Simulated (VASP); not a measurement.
A run of VASP 6.6.1 is set up as follows.

The input INCAR:

```
  ALGO = Normal
  EDIFF = 1E-7
  ENCUT = 520
  GGA = PS
  GGA_COMPAT = F
  ISIF = 2
  ISMEAR = -1
  LASPH = T
  LCHARG = F
  LORBIT = 11
  LORBMOM = T
  LREAL = F
  LSORBIT = T
  LWAVE = F
  MAGMOM = 0 0 0 0 0 0 0 0 0 0 0 0
  NBANDS = 50
  NELM = 150
  PREC = Accurate
  SIGMA = 0.05
```

Contents of KPOINTS:

```
k-points
0
Gamma
  5 5 3
```

POSCAR

```
CdSe
1.0
    4.3000000000      0.0000000000      0.0000000000
   -2.1500000000      3.7239092363      0.0000000000
    0.0000000000      0.0000000000      7.0200000000
Cd Se
2 2
Direct
    0.6666666667      0.3333333333      0.5000000000
    0.3333333333      0.6666666667      0.0000000000
    0.6666666667      0.3333333333      0.8850000000
    0.3333333333      0.6666666667      0.3850000000
```

Potentials or basis: VASP PAW PBE potentials, release 64 (Cd, Se).

The run is started by

```bash
$ cat potpaw_PBE.64/Cd/POTCAR potpaw_PBE.64/Se/POTCAR > POTCAR
$ mpirun -np 1 vasp_ncl > vasp.out
```

(1) Predict the largest force.

(2) What does it give for the pressure?

Results:

(1) 0.278 eV/Å.

(2) 0.5 GPa.

Caveat: the PAW data sets were made with another functional, which shifts forces and pressure a little.
